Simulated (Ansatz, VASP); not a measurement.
One calculation of P, two programs

File POSCAR:

```
P
1.0
    0.0000000000      2.5984080779      2.5984080779
    2.5984080779      0.0000000000      2.5984080779
    2.5984080779      2.5984080779      0.0000000000
P
2
Direct
    0.1250000000      0.1250000000      0.1250000000
    0.8750000000      0.8750000000      0.8750000000
```

Contents of INCAR.step1:

```
SYSTEM = P
  PREC = Accurate
  ENCUT = 520
  ISMEAR = -1
  SIGMA = 0.1
  LREAL = .FALSE.
  LASPH = .TRUE.
  NELM = 80
  NBANDS = 12
  GGA = PE
  ALGO = Normal
  EDIFF = 1E-4
  LWAVE = .TRUE.
  LCHARG = .FALSE.
```

File INCAR.step2:

```
SYSTEM = P
  PREC = Accurate
  ENCUT = 520
  EDIFF = 1E-6
  ISMEAR = -1
  SIGMA = 0.1
  LREAL = .FALSE.
  LASPH = .TRUE.
  NELM = 80
  ALGO = Normal
  ISIF = 2
  LWAVE = .FALSE.
  LCHARG = .FALSE.
  METAGGA = R2SCAN
  LMIXTAU = .TRUE.
  NBANDS = 12
  ISTART = 1
```

File KPOINTS:

```
regular mesh
0
G
  11 11 11
  0 0 0
```

Input for Ansatz:

```yaml
crystal:
  lattice:
    - [0.0, 2.5984080779, 2.5984080779]
    - [2.5984080779, 0.0, 2.5984080779]
    - [2.5984080779, 2.5984080779, 0.0]
  atoms:
    - { symbol: P, position: [0.125, 0.125, 0.125] }
    - { symbol: P, position: [0.875, 0.875, 0.875] }
hamiltonian:
  xc: r2scan
  pseudopotentials:
    kind: paw
    azcp:
      P: "pseudopotentials/P.paw.azcp"
basis:
  ecutwfc: 500
  fft_grid_basis: typed
kpoints:
  mp_grid: { grid: [11, 11, 11], shift: [0, 0, 0] }
magnetization:
  spin_polarized: false
scf:
  occupations: { method: fermi_dirac, width: 0.1 }
  lower_state_search: "off"
output:
  stress: true
  write_density: true
  write_potential: true
  elf: true
  volumetric_format: npy
```

Alike in both runs: task single point; functional r2SCAN; k mesh 11 × 11 × 11; occupations fermi-dirac, width 0.1 eV; no spin polarisation.

|  | VASP | Ansatz |
| --- | --- | --- |
| version | VASP 6.6.1 | Ansatz 0.2.0 |
| potentials or method | VASP PAW PBE potentials, release 64 (P), cutoff 520 eV | plane waves (500 eV) with PAW, scalar-relativistic |
| valence electrons in the cell | 10 | 10 |

|  | VASP | Ansatz | Ansatz less VASP |
| --- | --- | --- | --- |
| pressure (GPa) | 7.2 | 7.6 | +0.39 |

VASP's potentials were made for PBE, not for r2SCAN.
